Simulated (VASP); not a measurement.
# Ca in VASP: further runs, part 2 of 2

VASP 6.6.1. The steps go on from the part before.

## 3. Single point, PBEsol (strained)

INCAR

```
PREC = Accurate ; ENCUT = 500
EDIFF = 1E-6 ; ISMEAR = 0
SIGMA = 0.1 ; LREAL = False
LASPH = True ; NELM = 120
ALGO = Normal ; ISIF = 2
LWAVE = False ; LCHARG = False
GGA = PS ; NBANDS = 11
GGA_COMPAT = False
```

KPOINTS

```
Automatic mesh
0
Gamma
  14 14 14
```

POSCAR

```
Ca
1.0
   -2.2961916579      2.2961916579      2.3196682292
    2.2961916579     -2.2961916579      2.3196682292
    2.2961916579      2.2961916579     -2.3196682292
Ca
1
Direct
    0.5000000000      0.5000000000      0.0000000000
```

Potentials or basis: VASP PAW PBE potentials, release 64 (Ca_sv).

The run is started by

```console
> cat potpaw_PBE.64/Ca_sv/POTCAR > POTCAR
> mpirun -np 1 vasp_std > vasp.out
```

OUTCAR:

```text
PREC = Accurate
   ENCUT = 500
   EDIFF = 1E-6
   ISMEAR = 0
   LREAL = False
   LASPH = True
   NELM = 120
   ISIF = 2
   GGA = PS

 ion  position               nearest neighbor table
   1  0.500  0.500  0.000-

  LATTYP: Found a body centered tetragonal cell.
 ALAT       =     4.5923833158
 C/A-ratio  =     1.0102241340

  Lattice vectors:

 A1 = (  -2.2961916579,   2.2961916579,   2.3196682292)
 A2 = (   2.2961916579,  -2.2961916579,   2.3196682292)
 A3 = (   2.2961916579,   2.2961916579,  -2.3196682292)

Analysis of symmetry for initial positions (statically):
=====================================================================
 Subroutine PRICEL returns:
 Original cell was already a primitive cell.

 Routine SETGRP: Setting up the symmetry group for a
 body centered tetragonal supercell.

 Subroutine GETGRP returns: Found 16 space group operations
 (whereof 16 operations were pure point group operations)
 out of a pool of 16 trial point group operations.

The static configuration has the point symmetry D_4h.

Analysis of symmetry for dynamics (positions and initial velocities):
=====================================================================
 Subroutine PRICEL returns:
 Original cell was already a primitive cell.

 Routine SETGRP: Setting up the symmetry group for a
 body centered tetragonal supercell.

 Subroutine GETGRP returns: Found 16 space group operations
 (whereof 16 operations were pure point group operations)
 out of a pool of 16 trial point group operations.

The dynamic configuration has the point symmetry D_4h.

 Subroutine INISYM returns: Found 16 space group operations
 (whereof 16 operations are pure point group operations),
 and found     1 'primitive' translations

----------------------------------------------------------------------------------------

                                     Primitive cell

  volume of cell :      48.9218

  direct lattice vectors                    reciprocal lattice vectors
    -2.296191658  2.296191658  2.319668229     0.000000000  0.217751858  0.215548066
     2.296191658 -2.296191658  2.319668229     0.217751858  0.000000000  0.215548066
     2.296191658  2.296191658 -2.319668229     0.217751858  0.217751858  0.000000000

  length of vectors
     3.990720856  3.990720856  3.990720856     0.306393277  0.306393277  0.307947631

  position of ions in fractional coordinates (direct lattice)
     0.500000000  0.500000000  0.000000000

  ion indices of the primitive-cell ions
   primitive index   ion index
                 1           1

----------------------------------------------------------------------------------------

 KPOINTS: Automatic mesh

Automatic generation of k-mesh.
 Grid dimensions read from file:
 generate k-points for:   14   14   14

 Generating k-lattice:

  Cartesian coordinates                     Fractional coordinates (reciprocal lattice)
     0.000000000  0.015553704  0.015396290     0.071428571  0.000000000  0.000000000
     0.015553704  0.000000000  0.015396290     0.000000000  0.071428571  0.000000000
     0.015553704  0.015553704  0.000000000     0.000000000  0.000000000  0.071428571

  Length of vectors
     0.021885234  0.021885234  0.021996259

  Shift w.r.t. Gamma in fractional coordinates (k-lattice)
     0.000000000  0.000000000  0.000000000

 Subroutine IBZKPT returns following result:
 ===========================================

 Found    244 irreducible k-points:

 Following reciprocal coordinates:
            Coordinates               Weight
  0.000000  0.000000  0.000000      1.000000
  0.071429  0.000000  0.000000      8.000000
  0.142857 -0.000000  0.000000      8.000000
  0.214286 -0.000000  0.000000      8.000000
  0.285714 -0.000000  0.000000      8.000000
  0.357143  0.000000  0.000000      8.000000
[... 16 lines left out ...]
  0.214286  0.142857  0.000000     16.000000
  0.285714  0.142857  0.000000     16.000000
 [... further k-points ...]
   k-points           NKPTS =    244   k-points in BZ     NKDIM =    244   number of bands    NBANDS=     11
   number of dos      NEDOS =    301   number of ions     NIONS =      1
   total plane-waves  NPLWV =  27000
   dimension x,y,z NGX =    30 NGY =   30 NGZ =   30
   dimension x,y,z NGXF=    60 NGYF=   60 NGZF=   60
   ions per type =               1
   NGX,Y,Z   is equivalent  to a cutoff of  12.50, 12.50, 12.50 a.u.
   NGXF,Y,Z  is equivalent  to a cutoff of  24.99, 24.99, 24.99 a.u.
 SYSTEM =  unknown system
   PREC   = accura    normal or accurate (medium, high low for compatibility)
   ISTART =      0    job   : 0-new  1-cont  2-samecut
   ICHARG =      2    charge: 1-file 2-atom 10-const
   ISPIN  =      1    spin polarized calculation?
   LNONCOLLINEAR =      F non collinear calculations
   LSORBIT =      F    spin-orbit coupling
   LASPH  =      T    aspherical Exc in radial PAW
   ENCUT  =  500.0 eV  36.75 Ry    6.06 a.u.   7.28  7.28  7.28*2*pi/ulx,y,z
   NELM   =    120;   NELMIN=  2; NELMDL= -5     # of ELM steps
   EDIFF  = 0.1E-05   stopping-criterion for ELM
   LREAL  =      F    real-space projection
   EDIFFG = 0.1E-04   stopping-criterion for IOM
   NSW    =      0    number of steps for IOM
   IBRION =     -1    ionic relax: 0-MD 1-quasi-New 2-CG
   NFREE  =      0    steps in history (QN), initial steepest desc. (CG)
   ISIF   =      2    stress and relaxation
   ISYM   =      2    0-nonsym 1-usesym 2-fastsym
   POTIM  = 0.5000    time-step for ionic-motion
   TEBEG  =    0.0;   TEEND  =   0.0 temperature during run
   PSTRESS=    0.0 pullay stress
   NELECT =      10.0000    total number of electrons
   NUPDOWN=      -1.0000    fix difference up-down
   EMIN   =  10.00;   EMAX   =-10.00  energy-range for DOS
   EFERMI =   0.00;   METHOD = LEGACY
   ISMEAR =     0;   SIGMA  =   0.10  broadening in eV -4-tet -1-fermi 0-gaus
   EFERMI_NEDOS =   21; number of points for ismear=-14 and -15
   IALGO  =     38    algorithm
   IMIX   =      4    mixing-type and parameters
     AMIX     =   0.40;   BMIX     =  1.00
     AMIX_MAG =   1.60;   BMIX_MAG =  1.00
  volume/ion in A,a.u.               =      48.92       330.14
  Fermi-wavevector in a.u.,A,eV,Ry     =   0.964364  1.822383 12.653378  0.929997
  Thomas-Fermi vector in A             =   2.093988
   LORBIT       =      0    0 simple, 1 ext, 2 COOP (PROOUT), +10 PAW based schemes
   GGA     = PS    functional components
   LHFCALC =     F    Hartree Fock is set to
   AEXX    =    0.0000 exact exchange contribution
   IVDW    =     0    specifies the selected vdW correction
   LEPSILON=     F    determine dielectric tensor
   LRPA    =     F    only Hartree local field effects (RPA)
 non-spin polarized calculation
 Gauss-broadening in eV      SIGMA  =   0.10
  energy-cutoff  :      500.00
  volume of cell :       48.92
 maximum number of plane-waves:      1268
 NGX is ok and might be reduce to    30
   NGX = 15   NGY = 15   NGZ = 15

 number of electron      10.0000000 magnetization

 Free energy of the ion-electron system (eV)
  ---------------------------------------------------
  ext. energy  EPLUGINS =         0.00000000
  ---------------------------------------------------
  free energy    TOTEN  =        -2.04945812 eV

  energy without entropy =       -2.04118148  energy(sigma->0) =       -2.04531980

 E-fermi :   1.3931     XC(G=0):  -7.3575

 val. band max:        1.3912797832   @ k =   0.3571   0.2857   0.0000
 cond. band min:       1.3993183255   @ k =   0.5000   0.0714   0.0000
 fundamental gap:      0.0080385423
 Fermi energy:         1.3931342083

 k-point     1 :       0.0000    0.0000    0.0000
  band No.  band energies     occupation
      1     -40.8585      2.00000
      2     -21.8601      2.00000
      3     -21.8601      2.00000
      4     -21.8593      2.00000
      5      -2.4138      2.00000
      6       3.4456      0.00000
      7       3.4456      0.00000
      8       3.4846      0.00000
      9       4.3472      0.00000
     10       4.3944      0.00000
     11      10.8266      0.00000
[... 309 lines left out ...]
 k-point    24 :       0.2857    0.1429    0.0000
  band No.  band energies     occupation
      1     -40.8520      2.00000
      2     -21.9251      2.00000
      3     -21.8858      2.00000
      4     -21.8643      2.00000
      5      -0.3487      2.00000
      6       2.1610      0.00000
      7       2.6833      0.00000
      8       4.1971      0.00000
      9       4.5217      0.00000
     10       4.8606      0.00000
     11       6.5606      0.00000

 [... further k-points ...]

------------------------ aborting loop because EDIFF is reached ----------------------------------------

  FORCE on cell =-STRESS in cart. coord.  units (eV):
  Direction    XX          YY          ZZ          XY          YZ          ZX
  --------------------------------------------------------------------------------------
  -------------------------------------------------------------------------------------
  Total       -0.7475189     -0.7475189     -0.7407201      0.0000000      0.0000000      0.0000000
  in kB      -24.4810831    -24.4810831    -24.2584251      0.0000000      0.0000000      0.0000000
  external PRESSURE =     -24.4068638 kB  Pullay stress =       0.0000000 kB

 VOLUME and BASIS-vectors are now :
 -----------------------------------------------------------------------------
  energy-cutoff  :      500.00
  volume of cell :       48.92
      direct lattice vectors                 reciprocal lattice vectors
    -2.296191658  2.296191658  2.319668229     0.000000000  0.217751858  0.215548066
     2.296191658 -2.296191658  2.319668229     0.217751858  0.000000000  0.215548066
     2.296191658  2.296191658 -2.319668229     0.217751858  0.217751858  0.000000000

 POSITION                                       TOTAL-FORCE (eV/Angst)
 -----------------------------------------------------------------------------------
      0.00000      0.00000      2.31967        -0.000000      0.000000      0.000000
 -----------------------------------------------------------------------------------
    total drift:                                0.000000     -0.000000      0.000000

  FREE ENERGIE OF THE ION-ELECTRON SYSTEM (eV)
  ---------------------------------------------------
  free  energy   TOTEN  =        -2.0494581243 eV

  energy  without entropy=       -2.0411814828  energy(sigma->0) =       -2.04531980
```

stdout:

```text
POSCAR found type information on POSCAR Ca
 POSCAR found :  1 types and       1 ions
 scaLAPACK will be used
 -----------------------------------------------------------------------------
|                                                                             |
|                                                                             |
|     You enforced a specific xc type in the INCAR file but a different       |
|     I HOPE YOU KNOW WHAT YOU ARE DOING!                                     |
|                                                                             |
 -----------------------------------------------------------------------------

 LDA part: xc-table for (Slater+PW92), standard interpolation
 POSCAR, INCAR and KPOINTS ok, starting setup
 FFT: planning ... GRIDC
 FFT: planning ... GRID_SOFT
 FFT: planning ... GRID
 WAVECAR not read
 entering main loop
```

Wall time 70 s (1 thread of Intel Xeon Platinum 8488C (Sapphire Rapids), shared host); peak memory 0.26 GiB.

What came out:

```yaml
Free_energy: -2.0495 eV
Pressure: -2.4 GPa
Band_gap_on_the_k_mesh: zero (bands 5 and 6 overlap by 0.34 eV)
```

Levels at points of the mesh, in eV from the Fermi level:
```
           k point  band 3  band 4  band 5  band 6  band 7  band 8
(0.00, 0.00, 0.00)  -23.25  -23.25   -3.81    2.05    2.05    2.09
(0.50, 0.00, 0.00)  -23.28  -23.25   -0.86   -0.13    1.28    2.84
(0.50, 0.50, 0.00)  -23.28  -23.25   -0.83   -0.10    1.23    2.89
(0.50, 0.50, 0.50)  -23.31  -23.31    0.18    0.19    3.26    3.41
```

Caveat: the cell differs from its parent crystal (strained); the PAW data sets were made with another functional, which shifts forces and pressure a little.
